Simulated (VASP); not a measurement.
# NbAs (I4_1md) in VASP: settings compared

Aim: see how the results for NbAs move with the level of theory and the settings. Levels: LDA+U, LDA. Tasks: single point, vibrations by perturbation theory.

Everything below comes from runs of VASP 6.6.1. Logs are shortened: lines on timing, memory, paths and dates and some standing lists are left out, and cuts for length are marked.

## Step 1: The cell of the first run

Symmetry: I4_1md, No. 109, tetragonal system. Conventional cell: a = 3.452 Å, b = 3.452 Å, c = 11.680 Å, α = 90.00°, β = 90.00°, γ = 90.00°. Nb (site symmetry 2mm) has 6 As at 2.60 to 2.63 Å and 8 Nb at 3.39 to 3.45 Å within 3.5 Å. As (site symmetry 2mm) has 6 Nb at 2.60 to 2.63 Å and 8 As at 3.39 to 3.45 Å within 3.5 Å.

## Step 2: Single point, LDA+U

The input, POSCAR:

```
NbAs
1.0
   -1.7258500000      1.7258500000      5.8400000000
    1.7258500000     -1.7258500000      5.8400000000
    1.7258500000      1.7258500000     -5.8400000000
Nb As
2 2
Direct
    0.5000000000      0.0000000000      0.5000000000
    0.7500000000      0.7500000000      0.0000000000
    0.9160000000      0.4160000000      0.5000000000
    0.1660000000      0.1660000000      0.0000000000
```

The input, INCAR.step1:

```
SYSTEM = NbAs
PREC = Accurate
ENCUT = 520
EDIFF = 1E-7
ISMEAR = -1
SIGMA = 0.05
LREAL = .False.
LASPH = .True.
NELM = 150
ALGO = Normal
ISIF = 2
LWAVE = .False.
LCHARG = .True.
LMAXMIX = 4
LDAU = .True.
LDAUTYPE = 2
LDAUL = 2 -1
LDAUU = 1 0
LDAUJ = 0 0
LDAUPRINT = 1
GGA = CA
NBANDS = 26
```

The input, KPOINTS.step1:

```
Automatic mesh
0
Gamma
  11 11 11
  0 0 0
```

The input, INCAR.step2:

```
SYSTEM = NbAs
PREC = Accurate
ENCUT = 520
EDIFF = 1E-7
ISMEAR = -5
SIGMA = 0.05
LREAL = .False.
LASPH = .True.
NELM = 150
ALGO = Normal
ISIF = 2
LWAVE = .False.
LCHARG = .False.
LMAXMIX = 4
LDAU = .True.
LDAUTYPE = 2
LDAUL = 2 -1
LDAUU = 1 0
LDAUJ = 0 0
LDAUPRINT = 1
GGA = CA
LORBIT = 10
NBANDS = 26
NEDOS = 2001
ICHARG = 11
```

The input, KPOINTS.step2:

```
Automatic mesh
0
Gamma
  17 17 17
  0 0 0
```

Potentials or basis: VASP PAW LDA potentials, release 64 (Nb_sv, As).

Started as:

```bash
$ cat potpaw_LDA.64/Nb_sv/POTCAR potpaw_LDA.64/As/POTCAR > POTCAR
$ cp INCAR.step1 INCAR
$ cp KPOINTS.step1 KPOINTS
$ mpirun -np 1 vasp_std > vasp.out
$ cp INCAR.step2 INCAR
$ cp KPOINTS.step2 KPOINTS
$ mpirun -np 1 vasp_std > vasp.out
```

OUTCAR:

```text
SYSTEM = NbAs
   PREC = Accurate
   ENCUT = 520
   EDIFF = 1E-7
   ISMEAR = -5
   LREAL = .False.
   LASPH = .True.
   NELM = 150
   ISIF = 2
   GGA = CA
   LORBIT = 10
   ICHARG = 11

 ion  position               nearest neighbor table
   1  0.500  0.000  0.500-   4 2.60   4 2.60   3 2.63   3 2.63   3 2.63   3 2.63
   2  0.750  0.750  0.000-   3 2.60   3 2.60   4 2.63   4 2.63   4 2.63   4 2.63
   3  0.916  0.416  0.500-   2 2.60   2 2.60   1 2.63   1 2.63   1 2.63   1 2.63
   4  0.166  0.166  0.000-   1 2.60   1 2.60   2 2.63   2 2.63   2 2.63   2 2.63

  LATTYP: Found a body centered tetragonal cell.
 ALAT       =     3.4517000000
 C/A-ratio  =     3.3838398470

  Lattice vectors:

 A1 = (  -1.7258500000,   1.7258500000,   5.8400000000)
 A2 = (   1.7258500000,  -1.7258500000,   5.8400000000)
 A3 = (   1.7258500000,   1.7258500000,  -5.8400000000)

Analysis of symmetry for initial positions (statically):
=====================================================================
 Subroutine PRICEL returns:
 Original cell was already a primitive cell.

 Routine SETGRP: Setting up the symmetry group for a
 body centered tetragonal supercell.

 Subroutine GETGRP returns: Found  8 space group operations
 (whereof  4 operations were pure point group operations)
 out of a pool of 16 trial point group operations.

The static configuration has the point symmetry C_2v.
 The point group associated with its full space group is C_4v.

Analysis of symmetry for dynamics (positions and initial velocities):
=====================================================================
 Subroutine PRICEL returns:
 Original cell was already a primitive cell.

 Routine SETGRP: Setting up the symmetry group for a
 body centered tetragonal supercell.

 Subroutine GETGRP returns: Found  8 space group operations
 (whereof  4 operations were pure point group operations)
 out of a pool of 16 trial point group operations.

The dynamic configuration has the point symmetry C_2v.
 The point group associated with its full space group is C_4v.

 Subroutine INISYM returns: Found  8 space group operations
 (whereof  4 operations are pure point group operations),
 and found     1 'primitive' translations

----------------------------------------------------------------------------------------

                                     Primitive cell

  volume of cell :      69.5791

  direct lattice vectors                    reciprocal lattice vectors
    -1.725850000  1.725850000  5.840000000     0.000000000  0.289712316  0.085616438
     1.725850000 -1.725850000  5.840000000     0.289712316  0.000000000  0.085616438
     1.725850000  1.725850000 -5.840000000     0.289712316  0.289712316  0.000000000

  length of vectors
     6.329511549  6.329511549  6.329511549     0.302098329  0.302098329  0.409715086

  position of ions in fractional coordinates (direct lattice)
     0.500000000  0.000000000  0.500000000
     0.750000000  0.750000000  0.000000000
     0.916000000  0.416000000  0.500000000
     0.166000000  0.166000000  0.000000000

  ion indices of the primitive-cell ions
   primitive index   ion index
                 1           1
                 2           2
                 3           3
                 4           4

[... 112 lines left out ...]
 maximum number of plane-waves:      1902

atom =   1  type =  1  l = 2

 onsite density matrix

spin component  1

  0.2514  0.0000 -0.0000  0.0000  0.0000
  0.0000  0.2439  0.0000 -0.0000  0.0000
 -0.0000  0.0000  0.2525 -0.0000 -0.0022
  0.0000 -0.0000 -0.0000  0.2503 -0.0000
  0.0000  0.0000 -0.0022 -0.0000  0.2262

spin component  2

  0.2514  0.0000 -0.0000  0.0000  0.0000
  0.0000  0.2439  0.0000 -0.0000  0.0000
 -0.0000  0.0000  0.2525 -0.0000 -0.0022
  0.0000 -0.0000 -0.0000  0.2503 -0.0000
  0.0000  0.0000 -0.0022 -0.0000  0.2262

 occupancies and eigenvectors

  o =  0.2260  v =  0.0000  0.0000 -0.0841 -0.0000 -0.9965  0.0000  0.0000  0.0000  0.0000  0.0000      0.0000  0.0000  0.0000  0.0000  0.0000  0.0000  0.0000  0.0000  0.0000  0.0000
  o =  0.2260  v =  0.0000  0.0000  0.0000  0.0000  0.0000  0.0000  0.0000 -0.0841 -0.0000 -0.9965      0.0000  0.0000  0.0000  0.0000  0.0000  0.0000  0.0000  0.0000  0.0000  0.0000
  o =  0.2439  v =  0.0000  1.0000  0.0000 -0.0000 -0.0000  0.0000  0.0000  0.0000  0.0000  0.0000      0.0000  0.0000  0.0000  0.0000  0.0000  0.0000  0.0000  0.0000  0.0000  0.0000
  o =  0.2439  v =  0.0000  0.0000  0.0000  0.0000  0.0000  0.0000  1.0000  0.0000 -0.0000 -0.0000      0.0000  0.0000  0.0000  0.0000  0.0000  0.0000  0.0000  0.0000  0.0000  0.0000
  o =  0.2503  v =  0.0000  0.0000  0.0000  0.0000  0.0000  0.0000  0.0000 -0.0000  1.0000  0.0000      0.0000  0.0000  0.0000  0.0000  0.0000  0.0000  0.0000  0.0000  0.0000  0.0000
  o =  0.2503  v =  0.0000  0.0000 -0.0000  1.0000  0.0000  0.0000  0.0000  0.0000  0.0000  0.0000      0.0000  0.0000  0.0000  0.0000  0.0000  0.0000  0.0000  0.0000  0.0000  0.0000
  o =  0.2514  v =  1.0000  0.0000  0.0000  0.0000  0.0000  0.0000  0.0000  0.0000  0.0000  0.0000      0.0000  0.0000  0.0000  0.0000  0.0000  0.0000  0.0000  0.0000  0.0000  0.0000
  o =  0.2514  v =  0.0000  0.0000  0.0000  0.0000  0.0000  1.0000  0.0000  0.0000  0.0000  0.0000      0.0000  0.0000  0.0000  0.0000  0.0000  0.0000  0.0000  0.0000  0.0000  0.0000
  o =  0.2527  v =  0.0000  0.0000 -0.9965 -0.0000  0.0841  0.0000  0.0000  0.0000  0.0000  0.0000      0.0000  0.0000  0.0000  0.0000  0.0000  0.0000  0.0000  0.0000  0.0000  0.0000
  o =  0.2527  v =  0.0000  0.0000  0.0000  0.0000  0.0000  0.0000  0.0000 -0.9965 -0.0000  0.0841      0.0000  0.0000  0.0000  0.0000  0.0000  0.0000  0.0000  0.0000  0.0000  0.0000

atom =   2  type =  1  l = 2

 onsite density matrix

spin component  1

  0.2514  0.0000 -0.0000  0.0000  0.0000
  0.0000  0.2503 -0.0000 -0.0000  0.0000
 -0.0000 -0.0000  0.2525  0.0000  0.0022
  0.0000 -0.0000  0.0000  0.2439 -0.0000
  0.0000  0.0000  0.0022 -0.0000  0.2262

spin component  2

  0.2514  0.0000 -0.0000  0.0000  0.0000
  0.0000  0.2503 -0.0000 -0.0000  0.0000
 -0.0000 -0.0000  0.2525  0.0000  0.0022
  0.0000 -0.0000  0.0000  0.2439 -0.0000
  0.0000  0.0000  0.0022 -0.0000  0.2262

 occupancies and eigenvectors

  o =  0.2260  v =  0.0000 -0.0000  0.0841  0.0000 -0.9965  0.0000  0.0000  0.0000  0.0000  0.0000      0.0000  0.0000  0.0000  0.0000  0.0000  0.0000  0.0000  0.0000  0.0000  0.0000
  o =  0.2260  v =  0.0000  0.0000  0.0000  0.0000  0.0000  0.0000 -0.0000  0.0841  0.0000 -0.9965      0.0000  0.0000  0.0000  0.0000  0.0000  0.0000  0.0000  0.0000  0.0000  0.0000
  o =  0.2439  v =  0.0000  0.0000  0.0000  0.0000  0.0000  0.0000 -0.0000 -0.0000 -1.0000 -0.0000      0.0000  0.0000  0.0000  0.0000  0.0000  0.0000  0.0000  0.0000  0.0000  0.0000
  o =  0.2439  v =  0.0000 -0.0000 -0.0000 -1.0000 -0.0000  0.0000  0.0000  0.0000  0.0000  0.0000      0.0000  0.0000  0.0000  0.0000  0.0000  0.0000  0.0000  0.0000  0.0000  0.0000
  o =  0.2503  v =  0.0000  1.0000 -0.0000 -0.0000 -0.0000  0.0000  0.0000  0.0000  0.0000  0.0000      0.0000  0.0000  0.0000  0.0000  0.0000  0.0000  0.0000  0.0000  0.0000  0.0000
  o =  0.2503  v =  0.0000  0.0000  0.0000  0.0000  0.0000  0.0000  1.0000 -0.0000 -0.0000 -0.0000      0.0000  0.0000  0.0000  0.0000  0.0000  0.0000  0.0000  0.0000  0.0000  0.0000
  o =  0.2514  v =  1.0000  0.0000  0.0000  0.0000  0.0000  0.0000  0.0000  0.0000  0.0000  0.0000      0.0000  0.0000  0.0000  0.0000  0.0000  0.0000  0.0000  0.0000  0.0000  0.0000
  o =  0.2514  v =  0.0000  0.0000  0.0000  0.0000  0.0000  1.0000  0.0000  0.0000  0.0000  0.0000      0.0000  0.0000  0.0000  0.0000  0.0000  0.0000  0.0000  0.0000  0.0000  0.0000
  o =  0.2527  v =  0.0000  0.0000  0.0000  0.0000  0.0000  0.0000 -0.0000 -0.9965  0.0000 -0.0841      0.0000  0.0000  0.0000  0.0000  0.0000  0.0000  0.0000  0.0000  0.0000  0.0000
  o =  0.2527  v =  0.0000 -0.0000 -0.9965  0.0000 -0.0841  0.0000  0.0000  0.0000  0.0000  0.0000      0.0000  0.0000  0.0000  0.0000  0.0000  0.0000  0.0000  0.0000  0.0000  0.0000

 number of electron      35.9999999 magnetization

 Free energy of the ion-electron system (eV)
  ---------------------------------------------------
  ext. energy  EPLUGINS =         0.00000000
  ---------------------------------------------------
  free energy    TOTEN  =       -34.46664663 eV

  energy without entropy =      -34.46664663  energy(sigma->0) =      -34.46664663

 E-fermi :   9.6820     XC(G=0): -12.0219

 val. band max:        9.7139201668   @ k =  -0.2941   0.4706   0.2941
 cond. band min:       9.6606801462   @ k =  -0.2353   0.2353   0.2353
 fundamental gap:     -0.0532400206
 Fermi energy:         9.6819702039

 k-point     1 :       0.0000    0.0000    0.0000
  band No.  band energies     occupation
      1     -45.3694      2.00000
      2     -45.3403      2.00000
      3     -21.7442      2.00000
      4     -21.6406      2.00000
      5     -21.6406      2.00000
      6     -21.4759      2.00000
[... 685 lines left out ...]
     25      13.7027      0.00000
     26      14.1115      0.00000

 [... further k-points ...]

------------------------ aborting loop because EDIFF is reached ----------------------------------------

  FORCE on cell =-STRESS in cart. coord.  units (eV):
  Direction    XX          YY          ZZ          XY          YZ          ZX
  --------------------------------------------------------------------------------------
  -------------------------------------------------------------------------------------
  Total       -1.9559897     -1.9559897     -1.3244444      0.0000000      0.0000000      0.0000000
  in kB      -45.0399830    -45.0399830    -30.4975792      0.0000000      0.0000000      0.0000000
  external PRESSURE =     -40.1925151 kB  Pullay stress =       0.0000000 kB

 VOLUME and BASIS-vectors are now :
 -----------------------------------------------------------------------------
  energy-cutoff  :      520.00
  volume of cell :       69.58
      direct lattice vectors                 reciprocal lattice vectors
    -1.725850000  1.725850000  5.840000000     0.000000000  0.289712316  0.085616438
     1.725850000 -1.725850000  5.840000000     0.289712316  0.000000000  0.085616438
     1.725850000  1.725850000 -5.840000000     0.289712316  0.289712316  0.000000000

 POSITION                                       TOTAL-FORCE (eV/Angst)
 -----------------------------------------------------------------------------------
      0.00000      1.72585      0.00000         0.000000      0.000000     -0.283329
      0.00000      0.00000      8.76000        -0.000000     -0.000000     -0.283329
      0.00000      1.72585      4.85888        -0.000000     -0.000000      0.283329
      0.00000      0.00000      1.93888         0.000000      0.000000      0.283329
 -----------------------------------------------------------------------------------
    total drift:                               -0.000000     -0.000000      0.000539

  FREE ENERGIE OF THE ION-ELECTRON SYSTEM (eV)
  ---------------------------------------------------
  free  energy   TOTEN  =       -34.4666466330 eV

  energy  without entropy=      -34.4666466330  energy(sigma->0) =      -34.46664663

 total charge

# of ion       s       p       d       tot
------------------------------------------
    1        2.153   6.015   2.413  10.582
    2        2.153   6.015   2.413  10.582
    3        1.206   1.663   0.075   2.943
    4        1.206   1.663   0.075   2.943
--------------------------------------------------
tot          6.718  15.355   4.976  27.049
```

Wall time 12 min (1 thread of Intel Xeon 6975P-C (Granite Rapids), shared host); peak memory 0.72 GiB.

Results:

```
Valence electrons inside the program's atomic spheres : Nb 10.58; As 2.94
```

Levels at points of the mesh, in eV from the Fermi level:
```
           k point  band 15  band 16  band 17  band 18  band 19  band 20  band 21  band 22
(0.00, 0.00, 0.00)    -2.06    -1.71    -1.43    -1.43     0.71     1.29     2.37     2.97
```

Eigenvalues of the final occupation matrices:
```
    site  spin  trace               eigenvalues
site 1 d     1   1.22  0.23 0.24 0.25 0.25 0.25
site 1 d     2   1.22  0.23 0.24 0.25 0.25 0.25
site 2 d     1   1.22  0.23 0.24 0.25 0.25 0.25
site 2 d     2   1.22  0.23 0.24 0.25 0.25 0.25
```

Caveat: U without spin polarisation on a metal has little footing; the U is typed as a test and isn't derived for this compound.

## Step 3: Vibrations by perturbation theory, LDA

The input, INCAR:

```
SYSTEM = NbAs
ALGO = Normal ; EDIFF = 1E-8
ENCUT = 500 ; GGA = CA
GGA_COMPAT = .False. ; IBRION = 8
ISIF = 2 ; ISMEAR = -1
LASPH = .True. ; LCHARG = .False.
LREAL = .False. ; LWAVE = .False.
NBANDS = 26 ; NELM = 120
NSW = 1 ; PREC = Accurate
SIGMA = 0.05
```

The input, KPOINTS:

```
k-points
0
Gamma
  8 8 8
  0 0 0
```

POSCAR is that of step 2.

Potentials or basis: VASP PAW LDA potentials, release 64 (Nb_sv, As).

Started as:

```bash
$ cat potpaw_LDA.64/Nb_sv/POTCAR potpaw_LDA.64/As/POTCAR > POTCAR
$ mpirun -np 1 vasp_std > vasp.out
```

OUTCAR:

```text
SYSTEM = NbAs
   EDIFF = 1E-8
   ENCUT = 500
   GGA = CA
   IBRION = 8
   ISIF = 2
   ISMEAR = -1
   LASPH = .True.
   LREAL = .False.
   NELM = 120
   NSW = 1
   PREC = Accurate

 ion  position               nearest neighbor table
   1  0.500  0.000  0.500-   4 2.60   4 2.60   3 2.63   3 2.63   3 2.63   3 2.63
   2  0.750  0.750  0.000-   3 2.60   3 2.60   4 2.63   4 2.63   4 2.63   4 2.63
   3  0.916  0.416  0.500-   2 2.60   2 2.60   1 2.63   1 2.63   1 2.63   1 2.63
   4  0.166  0.166  0.000-   1 2.60   1 2.60   2 2.63   2 2.63   2 2.63   2 2.63

  LATTYP: Found a body centered tetragonal cell.
 ALAT       =     3.4517000000
 C/A-ratio  =     3.3838398470

  Lattice vectors:

 A1 = (  -1.7258500000,   1.7258500000,   5.8400000000)
 A2 = (   1.7258500000,  -1.7258500000,   5.8400000000)
 A3 = (   1.7258500000,   1.7258500000,  -5.8400000000)

Analysis of symmetry for initial positions (statically):
=====================================================================
 Subroutine PRICEL returns:
 Original cell was already a primitive cell.

 Routine SETGRP: Setting up the symmetry group for a
 body centered tetragonal supercell.

 Subroutine GETGRP returns: Found  8 space group operations
 (whereof  4 operations were pure point group operations)
 out of a pool of 16 trial point group operations.

The static configuration has the point symmetry C_2v.
[... 924 lines left out ...]

  energy without entropy =       -0.05647669

------------------------ aborting loop because EDIFF is reached ----------------------------------------

 INTERNAL STRAIN TENSOR  FOR ION    3  DIRECTION 3   (eV/Angst):
 -----------------------------------------------------------------------------
    -1.32500  0.00000  0.00000
     0.00000  4.90659  0.00000
     0.00000  0.00000 -7.04110

 INTERNAL STRAIN TENSOR FOR ION    4 for displacements in x,y,z  (eV/Angst):
          X           Y           Z          XY          YZ          ZX
  --------------------------------------------------------------------------------
  x     0.00000     0.00000     0.00000     0.00000     0.00000     6.05392
  y     0.00000     0.00000     0.00000     0.00000     0.09119     0.00000
  z     4.90659    -1.32500    -7.04110     0.00000     0.00000     0.00000

 SECOND DERIVATIVES (NOT SYMMETRIZED)
 ------------------------------------
               1X          1Y          1Z          2X          2Y          2Z          3X          3Y          3Z          4X          4Y          4Z
  1X   -10.234589    0.000000    0.000000    2.563160    0.000000    0.000000    7.299908    0.000000    0.000000    0.371521    0.000000    0.000000
  1Y     0.000000  -14.175126    0.000000    0.000000    2.580194    0.000000    0.000000    7.191613    0.000000    0.000000    4.403320    0.000000
  1Z     0.000000    0.000000  -13.932938    0.000000    0.000000    2.971577    0.000000    0.000000    5.057961    0.000000    0.000000    5.903400
  2X     2.580194    0.000000    0.000000  -14.175126    0.000000    0.000000    4.403320    0.000000    0.000000    7.191613    0.000000    0.000000
  2Y     0.000000    2.563160    0.000000    0.000000  -10.234589    0.000000    0.000000    0.371521    0.000000    0.000000    7.299908    0.000000
  2Z     0.000000    0.000000    2.971577    0.000000    0.000000  -13.932938    0.000000    0.000000    5.903400    0.000000    0.000000    5.057961
  3X     7.215674    0.000000    0.000000    4.380375    0.000000    0.000000  -12.429467    0.000000    0.000000    0.833418    0.000000    0.000000
  3Y     0.000000    7.168992    0.000000    0.000000    0.290866    0.000000    0.000000   -8.301640    0.000000    0.000000    0.841782    0.000000
  3Z     0.000000    0.000000    5.022237    0.000000    0.000000    5.904775    0.000000    0.000000  -13.702244    0.000000    0.000000    2.775232
  4X     0.290866    0.000000    0.000000    7.168992    0.000000    0.000000    0.841782    0.000000    0.000000   -8.301640    0.000000    0.000000
  4Y     0.000000    4.380375    0.000000    0.000000    7.215674    0.000000    0.000000    0.833418    0.000000    0.000000  -12.429467    0.000000
  4Z     0.000000    0.000000    5.904775    0.000000    0.000000    5.022237    0.000000    0.000000    2.775232    0.000000    0.000000  -13.702244

 Eigenvectors and eigenvalues of the dynamical matrix
 ----------------------------------------------------

   1 f  =    8.029852 THz    50.453049 2PiTHz  267.847036 cm-1    33.208785 meV
             X         Y         Z           dx          dy          dz
      0.000000  1.725850  0.000000     0.000000   -0.000000    0.472856
      0.000000  0.000000  8.760000     0.000000   -0.000000    0.472856
      0.000000  1.725850  4.858880    -0.000000    0.000000   -0.525744
      0.000000  0.000000  1.938880    -0.000000    0.000000   -0.525744
[... 71 lines left out ...]
  12 f/i=    0.024082 THz     0.151310 2PiTHz    0.803280 cm-1     0.099594 meV
             X         Y         Z           dx          dy          dz
      0.000000  1.725850  0.000000     0.409035   -0.327865   -0.000000
      0.000000  0.000000  8.760000     0.411499   -0.325902   -0.000000
      0.000000  1.725850  4.858880     0.370083   -0.296073   -0.000000
      0.000000  0.000000  1.938880     0.371596   -0.294867   -0.000000

--------------------------------------------------------------------------------------------------------

 ELASTIC MODULI CONTR FROM IONIC RELAXATION (kBar)
 Direction    XX          YY          ZZ          XY          YZ          ZX
 --------------------------------------------------------------------------------
 XX         -99.6364     72.4103     53.3097      0.0000     -0.0000      0.0000
 YY          72.4103    -99.6364     53.3097      0.0000      0.0000     -0.0000
 ZZ          53.3097     53.3097   -208.7649      0.0000     -0.0000      0.0000
 XY           0.0000      0.0000      0.0000      0.0000      0.0000      0.0000
 YZ          -0.0000      0.0000     -0.0000      0.0000   -458.7403      0.0000
 ZX           0.0000     -0.0000      0.0000      0.0000      0.0000   -462.5341
 --------------------------------------------------------------------------------
```

It took 61 min on 1 thread of Intel Xeon 6975P-C (Granite Rapids), shared host; peak memory 0.71 GiB.

Results:

```
Highest phonon frequency at Γ : 268 cm⁻¹
```

Phonon frequencies in cm⁻¹ (negative: imaginary):
```csv
q point,frequencies
"(0.000, 0.000, 0.000)",-1 -1 0 148 148 221 240 240 246 259 259 268
```

Caveat: the cell stands under pressure or tension, which shifts response properties.
